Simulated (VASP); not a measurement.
Set up this calculation in VASP 6.6.1, as the native input.

```
Task                   : single point
Functional             : LDA
Potentials or basis    : VASP PAW LDA potentials, release 64 (Al, Cu)
Cutoff                 : 520 eV
k mesh                 : 10 × 10 × 14
Occupations            : gaussian, width 0.1 eV
Spin                   : no spin polarisation
Dipole correction      : no
Further INCAR settings : ALGO = Normal; EDIFF = 1e-07; NBANDS = 16
```

The structure of Al2Cu lies in POSCAR:

```
Al2Cu
1.0
    4.0424423827      0.0000000000      0.0000000000
    0.0000000000      4.0424423827      0.0000000000
    0.0000000000      0.0000000000      2.8215833879
Al Cu
2 1
Direct
    0.5000000000      0.0000000000      0.5000000000
    0.0000000000      0.5000000000      0.5000000000
    0.0000000000      0.0000000000      0.0000000000
```

One way to write it, as run:

INCAR

```
SYSTEM = Al2Cu
PREC = Accurate
ENCUT = 520
EDIFF = 1E-7
ISMEAR = 0
SIGMA = 0.1
LREAL = .False.
LASPH = .True.
NELM = 80
ALGO = Normal
ISIF = 2
LWAVE = .False.
LCHARG = .True.
LELF = .True.
LVHAR = .True.
NBANDS = 16
```

KPOINTS

```
Automatic mesh
0
Gamma
  10 10 14
  0 0 0
```

Potentials or basis: VASP PAW LDA potentials, release 64 (Al, Cu).

Command:

```sh
$ cat potpaw_LDA.64/Al/POTCAR potpaw_LDA.64/Cu/POTCAR > POTCAR
$ mpirun -np 1 vasp_std > vasp.out
```

Results of the run:

```
Pressure               : 0.2 GPa
Band gap on the k mesh : zero (an odd number of electrons rules out a gap without spin polarisation)
```

It took 2.4 min on 1 thread of AMD EPYC 7R13 (shared host), peak memory 0.2 GiB.
